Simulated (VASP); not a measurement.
Write the native input for VASP 6.6.1 that does the following.

```yaml
Task: single point
Functional: HSE06
Potentials_or_basis: VASP PAW PBE potentials, release 64 (W_sv)
Cutoff: 520 eV
k_mesh: 8 × 8 × 8
Occupations: fermi-dirac, width 0.05 eV
Spin: no spin polarisation
Dipole_correction: no
Grid_for_exact_exchange_PRECFOCK: Normal
Further_INCAR_settings: ALGO = Normal; EDIFF = 1e-06; NBANDS = 13
Share_of_exact_exchange: 0.25
Screening_parameter: 0.2079 1/Å
```

Crystal: W.

```
W
1.0
    -1.61338    1.61338    1.61338
     1.61338   -1.61338    1.61338
     1.61338    1.61338   -1.61338
W
1
Direct
  0.00000 0.00000 0.00000
```

One way to write it, as run:

POSCAR

```
W
1.0
   -1.6133792515      1.6133792515      1.6133792515
    1.6133792515     -1.6133792515      1.6133792515
    1.6133792515      1.6133792515     -1.6133792515
W
1
Direct
    0.0000000000      0.0000000000      0.0000000000
```

INCAR.step1

```
  ALGO = Normal
  EDIFF = 1E-5
  ENCUT = 520
  GGA = PE
  ISIF = 2
  ISMEAR = -1
  LASPH = T
  LCHARG = F
  LREAL = F
  LWAVE = T
  NBANDS = 13
  NELM = 60
  PREC = Accurate
  SIGMA = 0.05
```

INCAR.step2

```
  ALGO = Normal
  EDIFF = 1E-6
  ENCUT = 520
  GGA = PE
  HFSCREEN = 0.2079
  ISIF = 2
  ISMEAR = -1
  ISTART = 1
  LASPH = T
  LCHARG = F
  LHFCALC = T
  LREAL = F
  LWAVE = F
  NBANDS = 13
  NELM = 60
  PREC = Accurate
  PRECFOCK = Normal
  SIGMA = 0.05
```

KPOINTS

```
k-points
0
Gamma
  8 8 8
```

Potentials or basis: VASP PAW PBE potentials, release 64 (W_sv).

Command:

```console
$ cat potpaw_PBE.64/W_sv/POTCAR > POTCAR
$ cp INCAR.step1 INCAR
$ mpirun -np 1 vasp_std > vasp.out
$ cp INCAR.step2 INCAR
$ mpirun -np 1 vasp_std > vasp.out
```

Results of the run:

```yaml
Pressure: -18.3 GPa
Band_gap_on_the_k_mesh: zero (bands 7 and 8 overlap by 6.75 eV)
```

Caveat: the cell stands under tension; the PAW data sets were made with another functional, which shifts forces and pressure a little; spin-orbit coupling is left out, which moves the levels of the heavy elements.

It took 72 min on 1 thread of Oxide Virtual Turin-like Processor, with other jobs on the host, peak memory 0.22 GiB.
